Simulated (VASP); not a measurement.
Tc:

```
Tc
1.0
     0.00000    1.95000    1.95000
     1.95000    0.00000    1.95000
     1.95000    1.95000    0.00000
Tc
1
Direct
  0.00000 0.00000 0.00000
```

```yaml
Program: VASP 6.6.1
Task: relaxation of cell and atoms
Functional: PBE
Dispersion: D3(BJ)
Potentials_or_basis: VASP PAW PBE potentials, release 64 (Tc_pv)
Cutoff: 600 eV
k_mesh: 12 × 12 × 12
Occupations: fermi-dirac, width 0.05 eV
Spin: no spin polarisation
```

At the start: pressure -13.7 GPa; volume 14.83 Å³/atom.

How do energy, volume and symmetry change on relaxing?

Over 4 steps the energy falls by 31.0 meV/atom and the volume is 14.14 Å³/atom (-4.7 %); space group Fm-3m (No. 225, to 0.05 Å).

Step by step:
| step | energy change (eV) | largest force (eV/Å) | pressure (GPa) | volume (Å³) |
| --- | --- | --- | --- | --- |
| 1 | 0.0000 | 0.0000 | -13.71 | 14.83 |
| 2 | 0.2838 | 0.0000 | 61.46 | 12.27 |
| 3 | -0.0309 | 0.0000 | -1.03 | 14.17 |
| 4 | -0.0310 | 0.0000 | -0.07 | 14.14 |

Final structure:
```xyz
1
Lattice="0.0000 1.9191 1.9191 1.9191 0.0000 1.9191 1.9191 1.9191 0.0000" Properties=species:S:1:pos:R:3 pbc="T T T"
Tc    0.0000    1.9191    1.9191
```

Caveat: pairwise dispersion overbinds metals, which lowers pressure and volume.
